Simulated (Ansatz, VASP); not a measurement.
## CdSe in VASP and in Ansatz

```xyz
2
Lattice="3.3013 0.0000 0.0000 0.0000 3.3013 0.0000 0.0000 0.0000 3.3013" Properties=species:S:1:pos:R:3 pbc="T T T"
Cd    0.0000    0.0000    0.0000
Se    1.6506    1.6506    1.6506
```

Change from the starting cell: volume scaled by 0.8, LAPW.

Alike in both runs: task single point; functional PBE; k mesh 12 × 12 × 12; occupations fermi-dirac, width 0.05 eV; no spin polarisation.

|  | VASP | Ansatz |
| --- | --- | --- |
| version | VASP 6.6.1 | Ansatz 0.2.0 |
| potentials or method | VASP PAW PBE potentials, release 64 (Cd, Se), cutoff 520 eV | all-electron LAPW, scalar-relativistic |

|  | VASP | Ansatz | Ansatz less VASP |
| --- | --- | --- | --- |
| pressure (GPa) | 23.0 | 22.2 | -0.81 |

Ansatz ran all-electron here, and VASP with PAW potentials.
